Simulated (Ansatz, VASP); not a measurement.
# One calculation of C, two programs

Contents of INCAR:

```
SYSTEM = C
  PREC = Accurate
  ENCUT = 910
  EDIFF = 1E-6
  ISMEAR = 0
  SIGMA = 0.05
  LREAL = .FALSE.
  LASPH = .TRUE.
  NELM = 120
  ALGO = Normal
  ISIF = 2
  LWAVE = .FALSE.
  LCHARG = .FALSE.
  GGA = CA
  NBANDS = 11
  GGA_COMPAT = .FALSE.
```

The input KPOINTS:

```
regular mesh
0
G
  12 12 12
  0 0 0
```

File POSCAR:

```
C
1.0
    0.0000000000      1.7096727594      1.9288528072
    1.7096727594      0.0000000000      1.9288528072
    1.7096727594      1.7096727594      0.0000000000
C
2
Direct
    0.5000000000      0.5000000000      0.5000000000
    0.7500000000      0.7500000000      0.7500000000
```

Input for Ansatz:

```yaml
crystal:
  lattice:
    - [0.0, 1.7096727594, 1.9288528072]
    - [1.7096727594, 0.0, 1.9288528072]
    - [1.7096727594, 1.7096727594, 0.0]
  atoms:
    - { symbol: C, position: [0.5, 0.5, 0.5] }
    - { symbol: C, position: [0.75, 0.75, 0.75] }
basis:
  ecutwfc: 520.0
kpoints:
  mp_grid: { grid: [12, 12, 12] }
hamiltonian:
  xc: lda
  pseudopotentials: { kind: paw, azcp: { folder: soft_1 } }
scf:
  occupations: { method: gaussian, width: 0.05 }
output:
  forces: true
  stress: true
  eigenvalues: true
```

Alike in both runs: task single point; functional LDA; k mesh 12 × 12 × 12; occupations gaussian, width 0.05 eV; no spin polarisation.

```csv
,VASP,Ansatz
version,VASP 6.6.1,Ansatz 0.2.0
potentials or method,"VASP PAW LDA potentials, release 64 (C_h), cutoff 910 eV","scalar-relativistic, plane waves, PAW"
valence electrons in the cell,8,8
```

```csv
,VASP,Ansatz,Ansatz less VASP
gap on the k mesh at the Fermi level (eV),2.64,2.64,+0.005
least direct gap on the mesh (eV),4.51,4.51,-0.002
```

Ansatz warns that its potentials were made for another functional, while VASP's fit it. LDA's correlation is that of Perdew and Zunger in VASP and of Perdew and Wang (1992) in Ansatz.

Noted on VASP's run: the cutoff is under 1.25 times that of the potentials, so the pressure is a little rough.
